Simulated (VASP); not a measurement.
## In: single point with r2SCAN

Crystal: In.

```xyz
2
Lattice="-3.2262 2.8739 1.4691 2.8739 -3.2262 1.4691 2.8991 2.8991 -2.1144" Properties=species:S:1:pos:R:3 pbc="T T T"
In   -3.1738    2.8214    1.4691
In   -0.3041    2.8509    0.4119
```

- Program: VASP 6.6.1
- Task: single point
- Functional: r2SCAN
- Potentials or basis: VASP PAW PBE potentials, release 64 (In_d)
- Cutoff: 520 eV
- k mesh: 15 × 15 × 9
- Occupations: fermi-dirac, width 0.1 eV
- Spin: no spin polarisation

```
Pressure               : 7.5 GPa
Largest force          : 0.044 eV/Å
Band gap on the k mesh : zero (bands 13 and 14 overlap by 7.57 eV)
```

Forces on the atoms (eV/Å):
```
In  -0.031  0.031  0.000
In   0.031 -0.031  0.000
```

Stress tensor (GPa, compression positive):
```
 7.23 -0.45 -0.30
-0.45  7.23 -0.30
-0.30 -0.30  8.05
```

Levels at points of the mesh, in eV from the Fermi level:
| k point | band 11 | band 12 | band 13 | band 14 | band 15 | band 16 |
| --- | --- | --- | --- | --- | --- | --- |
| (0.00, 0.00, 0.00) | -10.90 | -2.12 | -1.03 | 0.73 | 5.02 | 9.35 |

It took 25 min on 1 thread of AMD EPYC 9R45 96-Core Processor (Zen 5) (shared host), peak memory 0.5 GiB.

Caveat: the cell stands under pressure; the PAW data sets were made with another functional, which shifts forces and pressure a little; spin-orbit coupling is left out, which moves the levels of the heavy elements.
